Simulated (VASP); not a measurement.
# Rh (I4/mmm) in VASP: further runs, part 2 of 3

VASP 6.6.1. The steps go on from the part before.

## 3. Single point, r2SCAN (strain +0.000 along x and y, -0.030 along z)

POSCAR

```
Rh
1.0
    0.0000000000      1.9015500000      1.8445035000
    1.9015500000      0.0000000000      1.8445035000
    1.9015500000      1.9015500000      0.0000000000
Rh
1
Direct
    0.0000000000      0.0000000000      0.0000000000
```

INCAR.step1

```
SYSTEM = Rh
PREC     = Accurate       ! precision mode
ENCUT    = 680            ! plane-wave cutoff, eV
ISMEAR   = 0              ! smearing method
SIGMA    = 0.15           ! smearing width, eV
LREAL    = .FALSE.        ! projectors in reciprocal space
LASPH    = .TRUE.         ! aspherical terms in the spheres
NELM     = 120            ! most SCF steps
NBANDS   = 14             ! bands
GGA      = PE             ! functional
ALGO     = Normal         ! electronic algorithm
EDIFF    = 1E-5           ! SCF threshold, eV
LWAVE    = .TRUE.         ! write WAVECAR
LCHARG   = .FALSE.        ! write CHGCAR
GGA_COMPAT= .FALSE.
```

INCAR.step2

```
SYSTEM = Rh
PREC     = Accurate       ! precision mode
ENCUT    = 680            ! plane-wave cutoff, eV
EDIFF    = 1E-6           ! SCF threshold, eV
ISMEAR   = 0              ! smearing method
SIGMA    = 0.15           ! smearing width, eV
LREAL    = .FALSE.        ! projectors in reciprocal space
LASPH    = .TRUE.         ! aspherical terms in the spheres
NELM     = 120            ! most SCF steps
ALGO     = Normal         ! electronic algorithm
ISIF     = 2              ! what is computed and relaxed
LWAVE    = .FALSE.        ! write WAVECAR
LCHARG   = .TRUE.         ! write CHGCAR
METAGGA  = R2SCAN         ! meta-GGA
LMIXTAU  = .TRUE.       
LELF     = .TRUE.         ! ELF
LVHAR    = .TRUE.       
NBANDS   = 14             ! bands
ISTART   = 1            
GGA_COMPAT= .FALSE.
```

KPOINTS

```
Automatic mesh
0
G
  8 8 8
  0 0 0
```

Potentials or basis: VASP PAW PBE potentials, release 64 (Rh_sv_GW).

On the command line:

```console
$ cat potpaw_PBE.64/Rh_sv_GW/POTCAR > POTCAR
$ cp INCAR.step1 INCAR
$ mpirun -np 1 vasp_std > vasp.out
$ cp INCAR.step2 INCAR
$ mpirun -np 1 vasp_std > vasp.out
```

OUTCAR:

```text
SYSTEM = Rh
   PREC = Accurate
   ENCUT = 680
   EDIFF = 1E-6
   ISMEAR = 0
   LREAL = .FALSE.
   LASPH = .TRUE.
   NELM = 120
   ISIF = 2
   METAGGA = R2SCAN
   ISTART = 1

 ion  position               nearest neighbor table
   1  0.000  0.000  0.000-

  LATTYP: Found a body centered tetragonal cell.
 ALAT       =     2.6891977995
 C/A-ratio  =     1.3717871555

  Lattice vectors:

 A1 = (   0.0000000000,  -1.9015500000,  -1.8445035000)
 A2 = (   0.0000000000,   1.9015500000,  -1.8445035000)
 A3 = (   1.9015500000,   0.0000000000,   1.8445035000)

Analysis of symmetry for initial positions (statically):
=====================================================================
 Subroutine PRICEL returns:
 Original cell was already a primitive cell.

 Routine SETGRP: Setting up the symmetry group for a
 body centered tetragonal supercell.

 Subroutine GETGRP returns: Found 16 space group operations
 (whereof 16 operations were pure point group operations)
 out of a pool of 16 trial point group operations.

The static configuration has the point symmetry D_4h.

Analysis of symmetry for dynamics (positions and initial velocities):
=====================================================================
 Subroutine PRICEL returns:
 Original cell was already a primitive cell.

 Routine SETGRP: Setting up the symmetry group for a
 body centered tetragonal supercell.

 Subroutine GETGRP returns: Found 16 space group operations
 (whereof 16 operations were pure point group operations)
 out of a pool of 16 trial point group operations.

The dynamic configuration has the point symmetry D_4h.

 Subroutine INISYM returns: Found 16 space group operations
 (whereof 16 operations are pure point group operations),
 and found     1 'primitive' translations

----------------------------------------------------------------------------------------

                                     Primitive cell

  volume of cell :      13.3391

  direct lattice vectors                    reciprocal lattice vectors
     0.000000000  1.901550000  1.844503500    -0.262943388  0.262943388  0.271075658
     1.901550000  0.000000000  1.844503500     0.262943388 -0.262943388  0.271075658
     1.901550000  1.901550000  0.000000000     0.262943388  0.262943388 -0.271075658

  length of vectors
     2.649166957  2.649166957  2.689197800     0.460174384  0.460174384  0.460174384

  position of ions in fractional coordinates (direct lattice)
     0.000000000  0.000000000  0.000000000

  ion indices of the primitive-cell ions
   primitive index   ion index
                 1           1

----------------------------------------------------------------------------------------

 KPOINTS: Automatic mesh

Automatic generation of k-mesh.
 Grid dimensions read from file:
 generate k-points for:    8    8    8

 Generating k-lattice:

  Cartesian coordinates                     Fractional coordinates (reciprocal lattice)
    -0.032867924  0.032867924  0.033884457     0.125000000 -0.000000000  0.000000000
     0.032867924 -0.032867924  0.033884457    -0.000000000  0.125000000  0.000000000
     0.032867924  0.032867924 -0.033884457     0.000000000  0.000000000  0.125000000

  Length of vectors
     0.057521798  0.057521798  0.057521798

  Shift w.r.t. Gamma in fractional coordinates (k-lattice)
     0.000000000  0.000000000  0.000000000

 Subroutine IBZKPT returns following result:
 ===========================================

 Found     59 irreducible k-points:

 Following reciprocal coordinates:
            Coordinates               Weight
  0.000000  0.000000  0.000000      1.000000
  0.125000  0.000000  0.000000      8.000000
  0.250000  0.000000  0.000000      8.000000
  0.375000  0.000000  0.000000      8.000000
  0.500000  0.000000  0.000000      4.000000
  0.125000  0.125000  0.000000      2.000000
[... 16 lines left out ...]
  0.250000  0.000000  0.125000     16.000000
  0.375000  0.000000  0.125000     16.000000
 [... further k-points ...]
   k-points           NKPTS =     59   k-points in BZ     NKDIM =     59   number of bands    NBANDS=     14
   number of dos      NEDOS =    301   number of ions     NIONS =      1
   total plane-waves  NPLWV =  13824
   dimension x,y,z NGX =    24 NGY =   24 NGZ =   24
   dimension x,y,z NGXF=    48 NGYF=   48 NGZF=   48
   ions per type =               1
   NGX,Y,Z   is equivalent  to a cutoff of  15.06, 15.06, 14.84 a.u.
   NGXF,Y,Z  is equivalent  to a cutoff of  30.12, 30.12, 29.67 a.u.
 SYSTEM =  Rh
   PREC   = accura    normal or accurate (medium, high low for compatibility)
   ISTART =      1    job   : 0-new  1-cont  2-samecut
   ICHARG =      0    charge: 1-file 2-atom 10-const
   ISPIN  =      1    spin polarized calculation?
   LNONCOLLINEAR =      F non collinear calculations
   LSORBIT =      F    spin-orbit coupling
   LASPH  =      T    aspherical Exc in radial PAW
   ENCUT  =  680.0 eV  49.98 Ry    7.07 a.u.   5.63  5.63  5.72*2*pi/ulx,y,z
   NELM   =    120;   NELMIN=  2; NELMDL=  0     # of ELM steps
   EDIFF  = 0.1E-05   stopping-criterion for ELM
   LREAL  =      F    real-space projection
   EDIFFG = 0.1E-04   stopping-criterion for IOM
   NSW    =      0    number of steps for IOM
   IBRION =     -1    ionic relax: 0-MD 1-quasi-New 2-CG
   NFREE  =      0    steps in history (QN), initial steepest desc. (CG)
   ISIF   =      2    stress and relaxation
   ISYM   =      2    0-nonsym 1-usesym 2-fastsym
   POTIM  = 0.5000    time-step for ionic-motion
   TEBEG  =    0.0;   TEEND  =   0.0 temperature during run
   PSTRESS=    0.0 pullay stress
   NELECT =      17.0000    total number of electrons
   NUPDOWN=      -1.0000    fix difference up-down
   EMIN   =  10.00;   EMAX   =-10.00  energy-range for DOS
   EFERMI =   0.00;   METHOD = LEGACY
   ISMEAR =     0;   SIGMA  =   0.15  broadening in eV -4-tet -1-fermi 0-gaus
   EFERMI_NEDOS =   21; number of points for ismear=-14 and -15
   IALGO  =     38    algorithm
   IMIX   =      4    mixing-type and parameters
     AMIX     =   0.40;   BMIX     =  1.00
     AMIX_MAG =   1.60;   BMIX_MAG =  1.00
  volume/ion in A,a.u.               =      13.34        90.02
  Fermi-wavevector in a.u.,A,eV,Ry     =   1.774936  3.354144 42.863787  3.150399
  Thomas-Fermi vector in A             =   2.840830
   LORBIT       =      0    0 simple, 1 ext, 2 COOP (PROOUT), +10 PAW based schemes
   METAGGA = R2SCAN    functional components
   LHFCALC =     F    Hartree Fock is set to
   AEXX    =    0.0000 exact exchange contribution
   IVDW    =     0    specifies the selected vdW correction
   LEPSILON=     F    determine dielectric tensor
   LRPA    =     F    only Hartree local field effects (RPA)
 non-spin polarized calculation
 Gauss-broadening in eV      SIGMA  =   0.15
  energy-cutoff  :      680.00
  volume of cell :       13.34
 maximum number of plane-waves:       549
 NGX is ok and might be reduce to    24
   NGX = 11   NGY = 11   NGZ = 11

 number of electron      17.0000003 magnetization

 Free energy of the ion-electron system (eV)
  ---------------------------------------------------
  ext. energy  EPLUGINS =         0.00000000
  ---------------------------------------------------
  free energy    TOTEN  =       -23.24874320 eV

  energy without entropy =      -23.22971266  energy(sigma->0) =      -23.23922793

 E-fermi :  11.2605     XC(G=0): -15.4893

 val. band max:       11.2420532197   @ k =  -0.3750  -0.0000   0.2500
 cond. band min:      11.2682382443   @ k =   0.3750   0.0000   0.0000
 fundamental gap:      0.0261850246
 Fermi energy:        11.2605220260

 k-point     1 :       0.0000    0.0000    0.0000
  band No.  band energies     occupation
      1     -70.0139      2.00000
      2     -36.6064      2.00000
      3     -36.6064      2.00000
      4     -36.5917      2.00000
      5       2.8460      2.00000
      6       7.8128      2.00000
      7       7.8128      2.00000
      8       8.1578      2.00000
      9       9.9085      2.00000
     10      10.3195      2.00000
     11      27.6516      0.00000
     12      33.1255      0.00000
     13      33.1255      0.00000
     14      34.1480      0.00000
[... 377 lines left out ...]
      1     -69.8987      2.00000
      2     -37.2414      2.00000
      3     -36.7545      2.00000
      4     -36.7254      2.00000
      5       5.2794      2.00000
      6       7.6127      2.00000
      7       7.9844      2.00000
      8       8.6771      2.00000
      9      11.4924      0.02882
     10      11.8361      0.00000
     11      24.8337      0.00000
     12      29.1372      0.00000
     13      33.0472      0.00000
     14      34.3922      0.00000

 [... further k-points ...]

------------------------ aborting loop because EDIFF is reached ----------------------------------------

  FORCE on cell =-STRESS in cart. coord.  units (eV):
  Direction    XX          YY          ZZ          XY          YZ          ZX
  --------------------------------------------------------------------------------------
  -------------------------------------------------------------------------------------
  Total        0.5856750      0.5856750      1.2240655      0.0000000     -0.0000000      0.0000000
  in kB       70.3464722     70.3464722    147.0246922      0.0000000     -0.0000000      0.0000000
  external PRESSURE =      95.9058788 kB  Pullay stress =       0.0000000 kB

 VOLUME and BASIS-vectors are now :
 -----------------------------------------------------------------------------
  energy-cutoff  :      680.00
  volume of cell :       13.34
      direct lattice vectors                 reciprocal lattice vectors
     0.000000000  1.901550000  1.844503500    -0.262943388  0.262943388  0.271075658
     1.901550000  0.000000000  1.844503500     0.262943388 -0.262943388  0.271075658
     1.901550000  1.901550000  0.000000000     0.262943388  0.262943388 -0.271075658

 POSITION                                       TOTAL-FORCE (eV/Angst)
 -----------------------------------------------------------------------------------
      0.00000      0.00000      0.00000         0.000000      0.000000      0.000000
 -----------------------------------------------------------------------------------
    total drift:                               -0.000000      0.000000      0.000000

  FREE ENERGIE OF THE ION-ELECTRON SYSTEM (eV)
  ---------------------------------------------------
  free  energy   TOTEN  =       -23.2487432020 eV

  energy  without entropy=      -23.2297126634  energy(sigma->0) =      -23.23922793
```

It took 39 s on 1 thread of Intel Xeon Platinum 8488C (Sapphire Rapids), shared host; peak memory 0.16 GiB.

Results:

```yaml
Free_energy: -23.2487 eV
Pressure: 9.6 GPa
Band_gap_on_the_k_mesh: zero (an odd number of electrons rules out a gap without spin polarisation)
```

Caveat: the k points lie up to 0.36 Å⁻¹ apart, too coarse for converged energies and pressures of a metal; the cell differs from its parent crystal (strain +0.000 along x and y, -0.030 along z); the PAW data sets were made with another functional, which shifts forces and pressure a little.

[end of part 2 of 3]

The gap in the log of VASP goes by the Fermi energy; the results here count the filled bands.